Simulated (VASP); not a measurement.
# Sc: single point with PBE

Crystal: Sc.

```
CELL_PARAMETERS angstrom
3.31936 0.00000 0.00000
-1.65968 2.87465 0.00000
0.00000 0.00000 5.18426
ATOMIC_POSITIONS crystal
Sc 0.33333 0.66667 0.25000
Sc 0.66667 0.33333 0.75000
```

| Property | Result |
| --- | --- |
| Program | VASP 6.6.1 |
| Task | single point |
| Functional | PBE |
| Potentials or basis | VASP PAW PBE potentials, release 64 (Sc_sv) |
| Cutoff | 520 eV |
| k mesh | 11 × 11 × 6 |
| Occupations | methfessel-paxton, width 0.01 eV |
| Spin | no spin polarisation |
| Dipole correction | no |
| Further INCAR settings | ALGO = Normal; EDIFF = 1e-07; NBANDS = 18 |

- Pressure: -0.2 GPa
- Band gap on the k mesh: zero (bands 11 and 12 overlap by 1.46 eV)

Stress tensor (GPa, compression positive):
```
-0.14  0.00  0.00
 0.00 -0.14  0.00
 0.00  0.00 -0.47
```

Levels at points of the mesh, in eV from the Fermi level:
| k point | band 8 | band 9 | band 10 | band 11 | band 12 | band 13 | band 14 | band 15 |
| --- | --- | --- | --- | --- | --- | --- | --- | --- |
| (0.00, 0.00, 0.00) | -27.84 | -5.14 | -1.65 | 0.57 | 1.57 | 1.57 | 1.82 | 2.02 |
| (0.00, 0.00, 0.50) | -27.90 | -3.60 | -3.60 | 0.95 | 0.95 | 1.49 | 1.49 | 1.49 |

Run time: 70 s on 1 thread of Intel Xeon 8259CL (shared host), peak memory 0.2 GiB.
